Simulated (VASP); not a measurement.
# Si16B (a cell with a defect) in VASP: single point with PBE+D3(BJ)

Aim: the single point of Si16B (a cell with a defect) with PBE+D3(BJ).

All numbers are computed with VASP 6.6.1; they aren't measurements. Logs are shortened: lines on timing, memory, paths and dates and some standing lists are left out, and cuts for length are marked.

### Step 1. The cell of the first run

The cell holds a defect, 17 atoms: a = 7.679 Å, b = 7.679 Å, c = 7.679 Å, α = 60.00°, β = 60.00°, γ = 60.00°.

### Step 2. Single point, PBE+D3(BJ), collinear spin

Input file INCAR:

```
SYSTEM = Si16B
PREC = Accurate ; ENCUT = 520
EDIFF = 1E-6 ; ISMEAR = -1
SIGMA = 0.02 ; LREAL = Auto
LASPH = .True. ; NELM = 150
ALGO = Normal ; ISIF = 2
LWAVE = .False. ; LCHARG = .False.
ISPIN = 2 ; MAGMOM = 0 0 0 0 0 0 0 0 0 0 0 0 0 0 0 0 1
LORBIT = 11 ; GGA = PE
IVDW = 12 ; NBANDS = 52
```

Input file KPOINTS:

```
regular mesh
0
Gamma
  2 2 2
  0 0 0
```

Input file POSCAR:

```
Si16B
1.0
    0.0000000000      5.4300000000      5.4300000000
    5.4300000000      0.0000000000      5.4300000000
    5.4300000000      5.4300000000      0.0000000000
Si B
16 1
Direct
   -0.0005633458      0.0003242059     -0.0024470422
    0.1271201933      0.1270028089      0.1273559607
   -0.0023875457     -0.0026228321      0.5026059948
    0.1283722570      0.1283953446      0.6148445054
   -0.0026155099      0.5023298169     -0.0022058750
    0.1278579578      0.6165962603      0.1279550081
   -0.0020676539      0.5023356286      0.5026910179
    0.1241410639      0.6253268222      0.6254491450
    0.5024163095     -0.0028018436     -0.0021538567
    0.6159698424      0.1280349515      0.1281100462
    0.5022888131     -0.0021208953      0.5026053299
    0.6254948007      0.1237336308      0.6254913168
    0.5026380391      0.5026005513     -0.0019593359
    0.6251841731      0.6250549490      0.1251120990
    0.5001721471      0.4998151256      0.5010627823
    0.6257925629      0.6258181174      0.6256432979
    0.2485648957      0.2509149581      0.2433897057
```

Potentials or basis: VASP PAW PBE potentials, release 64 (Si, B).

Started as:

```
> cat potpaw_PBE.64/Si/POTCAR potpaw_PBE.64/B/POTCAR > POTCAR
> mpirun -np 1 vasp_std > vasp.out
```

OUTCAR:

```text
SYSTEM = Si16B
   PREC = Accurate
   ENCUT = 520
   EDIFF = 1E-6
   ISMEAR = -1
   LREAL = Auto
   LASPH = .True.
   NELM = 150
   ISIF = 2
   ISPIN = 2
   LORBIT = 11
   GGA = PE
   IVDW = 12
 IVDW          = 12

 ion  position               nearest neighbor table
   1  0.999  0.000  0.998-   4 2.40  10 2.40   6 2.41   2 2.41
   2  0.127  0.127  0.127-  17 2.27   3 2.35   9 2.35   5 2.35   1 2.41
   3  0.998  0.997  0.503-   8 2.33  12 2.33   4 2.35   2 2.35
   4  0.128  0.128  0.615-  17 2.33  11 2.35   7 2.35   3 2.35   1 2.40
   5  0.997  0.502  0.998-  14 2.33   8 2.33   6 2.35   2 2.35
   6  0.128  0.617  0.128-  17 2.29   7 2.35  13 2.35   5 2.35   1 2.41
   7  0.998  0.502  0.503-   8 2.33  16 2.33   4 2.35   6 2.35
   8  0.124  0.625  0.625-   7 2.33   3 2.33   5 2.33  15 2.36
   9  0.502  0.997  0.998-  14 2.33  12 2.33  10 2.35   2 2.35
  10  0.616  0.128  0.128-  17 2.30  11 2.35  13 2.35   9 2.35   1 2.40
  11  0.502  0.998  0.503-  12 2.33  16 2.33   4 2.35  10 2.35
  12  0.625  0.124  0.625-  11 2.33   3 2.33   9 2.33  15 2.36
  13  0.503  0.503  0.998-  14 2.33  16 2.33  10 2.35   6 2.35
  14  0.625  0.625  0.125-  13 2.33   9 2.33   5 2.33  15 2.36
  15  0.500  0.500  0.501-  14 2.36   8 2.36  12 2.36  16 2.36
  16  0.626  0.626  0.626-  11 2.33   7 2.33  13 2.33  15 2.36
  17  0.249  0.251  0.243-   2 2.27   6 2.29  10 2.30   4 2.33

  LATTYP: Found a face centered cubic cell.
 ALAT       =    10.8600000000

  Lattice vectors:

 A1 = (   0.0000000000,   5.4300000000,   5.4300000000)
 A2 = (   5.4300000000,   0.0000000000,   5.4300000000)
 A3 = (   5.4300000000,   5.4300000000,   0.0000000000)

Analysis of symmetry for initial positions (statically):
=====================================================================
 Subroutine PRICEL returns:
 Original cell was already a primitive cell.

 Routine SETGRP: Setting up the symmetry group for a
 face centered cubic supercell.

 Subroutine GETGRP returns: Found  1 space group operations
 (whereof  1 operations were pure point group operations)
 out of a pool of 48 trial point group operations.

The static configuration has the point symmetry C_1 .

Analysis of symmetry for dynamics (positions and initial velocities):
=====================================================================
 Subroutine PRICEL returns:
 Original cell was already a primitive cell.

 Routine SETGRP: Setting up the symmetry group for a
 face centered cubic supercell.

 Subroutine GETGRP returns: Found  1 space group operations
 (whereof  1 operations were pure point group operations)
 out of a pool of 48 trial point group operations.

The dynamic configuration has the point symmetry C_1 .

Analysis of structural, dynamic, and magnetic symmetry:
=====================================================================
 Subroutine PRICEL returns:
 Original cell was already a primitive cell.

 Routine SETGRP: Setting up the symmetry group for a
 face centered cubic supercell.

 Subroutine GETGRP returns: Found  1 space group operations
 (whereof  1 operations were pure point group operations)
 out of a pool of 48 trial point group operations.

The overall configuration has the point symmetry C_1 .

 Subroutine INISYM returns: Found  1 space group operations
 (whereof  1 operations are pure point group operations),
 and found     1 'primitive' translations

----------------------------------------------------------------------------------------

                                     Primitive cell

  volume of cell :     320.2060

  direct lattice vectors                    reciprocal lattice vectors
     0.000000000  5.430000000  5.430000000    -0.092081031  0.092081031  0.092081031
     5.430000000  0.000000000  5.430000000     0.092081031 -0.092081031  0.092081031
     5.430000000  5.430000000  0.000000000     0.092081031  0.092081031 -0.092081031

  length of vectors
     7.679179644  7.679179644  7.679179644     0.159489025  0.159489025  0.159489025

  position of ions in fractional coordinates (direct lattice)
     0.999436654  0.000324206  0.997552958
     0.127120193  0.127002809  0.127355961
     0.997612454  0.997377168  0.502605995
     0.128372257  0.128395345  0.614844505
     0.997384490  0.502329817  0.997794125
     0.127857958  0.616596260  0.127955008
[... 9 lines left out ...]
     0.625792563  0.625818117  0.625643298
     0.248564896  0.250914958  0.243389706

  ion indices of the primitive-cell ions
   primitive index   ion index
                 1           1
                 2           2
                 3           3
                 4           4
                 5           5
                 6           6
[... 9 lines left out ...]
                16          16
                17          17

----------------------------------------------------------------------------------------

 KPOINTS: regular mesh

Automatic generation of k-mesh.
 Grid dimensions read from file:
 generate k-points for:    2    2    2

 Generating k-lattice:

  Cartesian coordinates                     Fractional coordinates (reciprocal lattice)
    -0.046040516  0.046040516  0.046040516     0.500000000  0.000000000  0.000000000
     0.046040516 -0.046040516  0.046040516     0.000000000  0.500000000  0.000000000
     0.046040516  0.046040516 -0.046040516     0.000000000  0.000000000  0.500000000

  Length of vectors
     0.079744512  0.079744512  0.079744512

  Shift w.r.t. Gamma in fractional coordinates (k-lattice)
     0.000000000  0.000000000  0.000000000

 Subroutine IBZKPT returns following result:
 ===========================================

 Found      8 irreducible k-points:

 Following reciprocal coordinates:
            Coordinates               Weight
  0.000000  0.000000  0.000000      1.000000
  0.500000  0.000000  0.000000      1.000000
  0.000000  0.500000  0.000000      1.000000
  0.000000  0.000000  0.500000      1.000000
  0.500000  0.500000  0.500000      1.000000
  0.500000  0.500000  0.000000      1.000000
  0.000000  0.500000  0.500000      1.000000
  0.500000  0.000000  0.500000      1.000000
   k-points           NKPTS =      8   k-points in BZ     NKDIM =      8   number of bands    NBANDS=     52
   number of dos      NEDOS =    301   number of ions     NIONS =     17
   total plane-waves  NPLWV = 216000
   dimension x,y,z NGX =    60 NGY =   60 NGZ =   60
   dimension x,y,z NGXF=   120 NGYF=  120 NGZF=  120
   ions per type =              16   1
   NGX,Y,Z   is equivalent  to a cutoff of  12.99, 12.99, 12.99 a.u.
   NGXF,Y,Z  is equivalent  to a cutoff of  25.98, 25.98, 25.98 a.u.
 SYSTEM =  Si16B
   PREC   = accura    normal or accurate (medium, high low for compatibility)
   ISTART =      0    job   : 0-new  1-cont  2-samecut
   ICHARG =      2    charge: 1-file 2-atom 10-const
   ISPIN  =      2    spin polarized calculation?
   LNONCOLLINEAR =      F non collinear calculations
   LSORBIT =      F    spin-orbit coupling
   LASPH  =      T    aspherical Exc in radial PAW
   ENCUT  =  520.0 eV  38.22 Ry    6.18 a.u.  14.28 14.28 14.28*2*pi/ulx,y,z
   NELM   =    150;   NELMIN=  2; NELMDL= -5     # of ELM steps
   EDIFF  = 0.1E-05   stopping-criterion for ELM
   LREAL  =      T    real-space projection
   EDIFFG = 0.1E-04   stopping-criterion for IOM
   NSW    =      0    number of steps for IOM
   IBRION =     -1    ionic relax: 0-MD 1-quasi-New 2-CG
   NFREE  =      0    steps in history (QN), initial steepest desc. (CG)
   ISIF   =      2    stress and relaxation
   ISYM   =      2    0-nonsym 1-usesym 2-fastsym
   POTIM  = 0.5000    time-step for ionic-motion
   TEBEG  =    0.0;   TEEND  =   0.0 temperature during run
   PSTRESS=    0.0 pullay stress
   NELECT =      67.0000    total number of electrons
   NUPDOWN=      -1.0000    fix difference up-down
   EMIN   =  10.00;   EMAX   =-10.00  energy-range for DOS
   EFERMI =   0.00;   METHOD = LEGACY
   ISMEAR =    -1;   SIGMA  =   0.02  broadening in eV -4-tet -1-fermi 0-gaus
   EFERMI_NEDOS =   21; number of points for ismear=-14 and -15
   IALGO  =     38    algorithm
   IMIX   =      4    mixing-type and parameters
     AMIX     =   0.40;   BMIX     =  1.00
     AMIX_MAG =   1.60;   BMIX_MAG =  1.00
  volume/ion in A,a.u.               =      18.84       127.11
  Fermi-wavevector in a.u.,A,eV,Ry     =   0.971904  1.836632 12.852022  0.944597
  Thomas-Fermi vector in A             =   2.102159
   LORBIT       =     11    0 simple, 1 ext, 2 COOP (PROOUT), +10 PAW based schemes
   GGA     = PE    functional components
   LHFCALC =     F    Hartree Fock is set to
   AEXX    =    0.0000 exact exchange contribution
   IVDW    =    12    specifies the selected vdW correction
   LEPSILON=     F    determine dielectric tensor
   LRPA    =     F    only Hartree local field effects (RPA)
 spin polarized calculation
  energy-cutoff  :      520.00
  volume of cell :      320.21
 maximum number of plane-waves:      8646
 NGX is ok and might be reduce to    60
   NGX = 29   NGY = 29   NGZ = 29

 number of electron      67.0000001 magnetization      -0.0001871

 number of electron      67.0000001 magnetization       0.0000110

 Free energy of the ion-electron system (eV)
  ---------------------------------------------------
  ext. energy  EPLUGINS =         0.00000000
  ---------------------------------------------------
  free energy    TOTEN  =       -88.61934479 eV

  energy without entropy =      -88.61919045  energy(sigma->0) =      -88.61926762

 E-fermi :   6.3584     XC(G=0):  -9.5684

 val. band max:        6.2243623376   @ k =   0.0000   0.0000   0.5000
 cond. band min:       6.4895983198   @ k =   0.0000   0.0000   0.0000
 fundamental gap:      0.2652359822
 Fermi energy:         6.3584315242

 spin component 1

 k-point     1 :       0.0000    0.0000    0.0000
  band No.  band energies     occupation
      1      -6.2726      1.00000
      2      -3.8691      1.00000
      3      -3.8170      1.00000
      4      -3.8125      1.00000
      5      -3.8004      1.00000
      6      -2.4372      1.00000
[... 373 lines left out ...]
     44      10.0426      0.00000
     45      10.1885      0.00000
 Fermi energy:         6.3584315242

 spin component 2

 k-point     1 :       0.0000    0.0000    0.0000
  band No.  band energies     occupation
      1      -6.2726      1.00000
      2      -3.8692      1.00000
      3      -3.8170      1.00000
      4      -3.8125      1.00000
      5      -3.8004      1.00000
      6      -2.4372      1.00000
[... 373 lines left out ...]
     44      10.0426      0.00000
     45      10.1885      0.00000
 [bands above 45 left out]

------------------------ aborting loop because EDIFF is reached ----------------------------------------

 Edisp (eV)   -5.33991

 E8    (eV) :    -2.1984

  FORCE on cell =-STRESS in cart. coord.  units (eV):
  Direction    XX          YY          ZZ          XY          YZ          ZX
  --------------------------------------------------------------------------------------
  -------------------------------------------------------------------------------------
  Total       0.95636     0.95455     0.96016     0.00403     0.06424     0.08780
  in kB       4.78524     4.77617     4.80423     0.02017     0.32145     0.43934
  external pressure =        4.79 kB  Pullay stress =        0.00 kB

 VOLUME and BASIS-vectors are now :
 -----------------------------------------------------------------------------
  energy-cutoff  :      520.00
  volume of cell :      320.21
      direct lattice vectors                 reciprocal lattice vectors
     0.000000000  5.430000000  5.430000000    -0.092081031  0.092081031  0.092081031
     5.430000000  0.000000000  5.430000000     0.092081031 -0.092081031  0.092081031
     5.430000000  5.430000000  0.000000000     0.092081031  0.092081031 -0.092081031

 POSITION                                       TOTAL-FORCE (eV/Angst)
 -----------------------------------------------------------------------------------
      5.41847     10.84365      5.42870         0.012373      0.017993     -0.014328
      1.38117      1.38181      1.37989        -0.009428     -0.005636     -0.013639
      8.14491      8.14619     10.83279        -0.008407     -0.013314      0.016757
      4.03579      4.03567      1.39425        -0.003707     -0.002984      0.011689
      8.14567     10.83382      8.14345        -0.003078      0.025523      0.005567
      4.04291      1.38906      4.04239         0.003826      0.009459      0.003931
[... 9 lines left out ...]
      6.79544      6.79530      6.79625         0.010436      0.012702     -0.003673
      2.68407      2.67131      2.71218         0.003743      0.003896      0.008452
 -----------------------------------------------------------------------------------
    total drift:                                0.000985      0.001434     -0.001276

  FREE ENERGIE OF THE ION-ELECTRON SYSTEM (eV)
  ---------------------------------------------------
  free  energy   TOTEN  =       -93.9592584910 eV

  energy  without entropy=      -93.9591041497  energy(sigma->0) =      -93.95918132

 total charge

# of ion       s       p       d       tot
------------------------------------------
    1        0.783   0.888   0.000   1.671
    2        0.738   0.945   0.000   1.683
    3        0.757   0.933   0.000   1.690
    4        0.738   0.945   0.000   1.683
    5        0.757   0.930   0.000   1.688
    6        0.738   0.944   0.000   1.682
[... 9 lines left out ...]
   16        0.741   0.957   0.000   1.698
   17        0.825   0.763   0.000   1.588
--------------------------------------------------
tot         12.806  15.813   0.000  28.619

 magnetization (x)

# of ion       s       p       d       tot
------------------------------------------
    1        0.000   0.000   0.000   0.000
    2       -0.000   0.000   0.000  -0.000
    3        0.000  -0.000   0.000  -0.000
    4       -0.000  -0.000   0.000  -0.000
    5        0.000  -0.000   0.000   0.000
    6       -0.000   0.000   0.000  -0.000
[... 9 lines left out ...]
   16        0.000   0.000   0.000   0.000
   17       -0.000  -0.000   0.000  -0.000
--------------------------------------------------
tot         -0.000  -0.000   0.000  -0.000
```

It took 5.4 min on 1 thread of Intel Xeon Platinum 8488C (Sapphire Rapids), shared host; peak memory 0.71 GiB.

What came out:

| Item | Value |
| --- | --- |
| Free energy | -93.9593 eV |
| Pressure | 0.5 GPa |
| Largest force | 0.026 eV/Å |
| Net moment | 0.00 μB per cell |
| Valence electrons inside the program's atomic spheres | Si 1.67, 1.68, 1.69, 1.70 (each value once); B 1.59 |
| Dispersion energy per atom | -0.314 eV |

Forces in eV/Å, atoms in the order of the input:
```
Si   0.012  0.018 -0.014
Si  -0.009 -0.006 -0.014
Si  -0.008 -0.013  0.017
Si  -0.004 -0.003  0.012
Si  -0.003  0.026  0.006
Si   0.004  0.009  0.004
Si  -0.011 -0.022  0.003
Si   0.001  0.002 -0.009
Si   0.022 -0.008  0.007
Si   0.009  0.001  0.001
Si  -0.017 -0.008  0.004
Si   0.004  0.002 -0.008
Si  -0.012 -0.017 -0.016
Si  -0.012 -0.013  0.000
Si   0.010  0.015  0.005
Si   0.010  0.013 -0.004
B    0.004  0.004  0.008
```

Levels at points of the mesh, in eV from the Fermi level:
Spin up:
```csv
k point,band 29,band 30,band 31,band 32,band 33,band 34,band 35,band 36,band 37,band 38
"(0.00, 0.00, 0.00)",-1.53,-1.53,-0.39,-0.38,-0.38,0.13,0.16,0.19,0.47,0.47
"(0.50, 0.00, 0.00)",-1.29,-1.25,-1.23,-1.08,-1.07,-0.16,0.99,1.06,1.21,1.21
"(0.00, 0.50, 0.00)",-1.28,-1.26,-1.23,-1.08,-1.07,-0.17,0.99,1.06,1.21,1.21
"(0.00, 0.00, 0.50)",-1.30,-1.25,-1.23,-1.08,-1.07,-0.13,1.01,1.05,1.21,1.21
"(0.50, 0.50, 0.50)",-1.26,-1.26,-1.24,-1.07,-1.06,-0.20,0.99,1.03,1.22,1.22
"(0.50, 0.50, 0.00)",-1.89,-1.75,-1.74,-1.64,-0.68,0.30,1.04,1.15,1.17,1.33
"(0.00, 0.50, 0.50)",-1.89,-1.75,-1.74,-1.64,-0.68,0.30,1.04,1.15,1.16,1.33
"(0.50, 0.00, 0.50)",-1.89,-1.75,-1.74,-1.64,-0.68,0.30,1.05,1.15,1.16,1.33
```
Spin down:
| k point | band 31 | band 32 | band 33 | band 34 | band 35 | band 36 |
| --- | --- | --- | --- | --- | --- | --- |
| (0.00, 0.00, 0.00) | -0.39 | -0.38 | -0.38 | 0.13 | 0.16 | 0.19 |
| (0.50, 0.00, 0.00) | -1.23 | -1.08 | -1.07 | -0.16 | 0.99 | 1.06 |
| (0.00, 0.50, 0.00) | -1.23 | -1.08 | -1.07 | -0.17 | 0.99 | 1.06 |
| (0.00, 0.00, 0.50) | -1.23 | -1.08 | -1.07 | -0.13 | 1.01 | 1.05 |
| (0.50, 0.50, 0.50) | -1.24 | -1.07 | -1.06 | -0.20 | 0.99 | 1.03 |
| (0.50, 0.50, 0.00) | -1.74 | -1.64 | -0.68 | 0.30 | 1.04 | 1.15 |
| (0.00, 0.50, 0.50) | -1.74 | -1.64 | -0.68 | 0.30 | 1.04 | 1.15 |
| (0.50, 0.00, 0.50) | -1.74 | -1.64 | -0.68 | 0.30 | 1.05 | 1.15 |

Caveat: the k points lie up to 0.50 Å⁻¹ apart.
